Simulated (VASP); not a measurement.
Wanted: the native input for a VASP 6.6.1 run.

```yaml
Task: single point
Functional: r2SCAN
Potentials_or_basis: VASP PAW PBE potentials, release 64 (Ga_d, Sb)
Cutoff: 520 eV
k_mesh: 6 × 6 × 6
Occupations: gaussian, width 0.01 eV
Spin: no spin polarisation
Dipole_correction: no
Further_INCAR_settings: ALGO = Normal; EDIFF = 1e-07; NBANDS = 16
```

GaSb:

```xyz
2
Lattice="3.1085 3.1085 0.0000 -3.1085 3.1085 0.0000 0.0000 3.1085 3.1085" Properties=species:S:1:pos:R:3 pbc="T T T"
Ga    0.0000    0.0000    0.0000
Sb    1.5543    4.6628    1.5543
```

These files were run (other wordings do the same):

POSCAR

```
GaSb
1.0
    3.1085467930      3.1085467930      0.0000000000
   -3.1085467930      3.1085467930      0.0000000000
    0.0000000000      3.1085467930      3.1085467930
Ga Sb
1 1
Direct
    0.0000000000      0.0000000000      0.0000000000
    0.7500000000      0.2500000000      0.5000000000
```

INCAR.step1

```
SYSTEM = GaSb
ALGO = Normal ; EDIFF = 1E-4
ENCUT = 520 ; GGA = PE
ISMEAR = 0 ; LASPH = .TRUE.
LCHARG = .FALSE. ; LREAL = .FALSE.
LWAVE = .TRUE. ; NBANDS = 16
NELM = 100 ; PREC = Accurate
SIGMA = 0.01
```

INCAR.step2

```
SYSTEM = GaSb
ALGO = Normal ; EDIFF = 1E-7
ENCUT = 520 ; ISIF = 2
ISMEAR = 0 ; ISTART = 1
LASPH = .TRUE. ; LCHARG = .FALSE.
LMIXTAU = .TRUE. ; LREAL = .FALSE.
LWAVE = .FALSE. ; METAGGA = R2SCAN
NBANDS = 16 ; NELM = 100
PREC = Accurate ; SIGMA = 0.01
```

KPOINTS

```
k-points
0
G
  6 6 6
  0 0 0
```

Potentials or basis: VASP PAW PBE potentials, release 64 (Ga_d, Sb).

Run with:

```sh
$ cat potpaw_PBE.64/Ga_d/POTCAR potpaw_PBE.64/Sb/POTCAR > POTCAR
$ cp INCAR.step1 INCAR
$ mpirun -np 1 vasp_std > vasp.out
$ cp INCAR.step2 INCAR
$ mpirun -np 1 vasp_std > vasp.out
```

It gave:

```json
{"Pressure": "-2.0 GPa", "Band gap on the k mesh": "0.09 eV, direct"}
```

Caveat: the PAW data sets were made with another functional, which shifts forces and pressure a little; spin-orbit coupling is left out, which moves the levels of the heavy elements.

It took 68 s on 1 thread of AMD EPYC 9R45 (Zen 5) (shared host), peak memory 0.18 GiB.
